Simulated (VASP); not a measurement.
Write the native input for VASP 6.6.1 that does the following.

```
Task                   : single point
Functional             : PBEsol
Potentials or basis    : VASP PAW PBE potentials, release 64 (Au)
Cutoff                 : 520 eV
k mesh                 : 18 × 18 × 18
Occupations            : gaussian, width 0.1 eV
Spin                   : non-collinear spin, zero start, spin-orbit coupling
Starting moments       : [[0.0, 0.0, 0.0]] μB
Dipole correction      : no
Further INCAR settings : ALGO = Normal; EDIFF = 1e-06; NBANDS = 22
```

The structure of Au lies in POSCAR:

```
Au
1.0
    0.0000000000      2.0418614720      2.0418614720
    2.0418614720      0.0000000000      2.0418614720
    2.0418614720      2.0418614720      0.0000000000
Au
1
Direct
    0.0000000000      0.0000000000      0.0000000000
```

The input as run:

INCAR

```
SYSTEM = Au
ALGO = Normal
EDIFF = 1E-6
ENCUT = 520
GGA = PS
GGA_COMPAT = .FALSE.
ISIF = 2
ISMEAR = 0
LASPH = .TRUE.
LCHARG = .FALSE.
LMAXMIX = 4
LORBIT = 11
LORBMOM = .TRUE.
LREAL = .FALSE.
LSORBIT = .TRUE.
LWAVE = .FALSE.
MAGMOM = 0 0 0
NBANDS = 22
NELM = 150
PREC = Accurate
SIGMA = 0.1
```

KPOINTS

```
k-points
0
G
  18 18 18
  0 0 0
```

Potentials or basis: VASP PAW PBE potentials, release 64 (Au).

Command:

```bash
$ cat potpaw_PBE.64/Au/POTCAR > POTCAR
$ mpirun -np 1 vasp_ncl > vasp.out
```

It gave:

The pressure is -1.4 GPa. The net moment is 0.00 μB per cell. The valence electrons inside the program's atomic spheres are Au 9.64.

Caveat: the PAW data sets were made with another functional, which shifts forces and pressure a little.

It took 110 s on 1 thread of Intel(R) Xeon(R) Platinum 8259CL CPU @ 2.50GHz (Skylake/Cascade Lake) (shared host), peak memory 0.27 GiB.
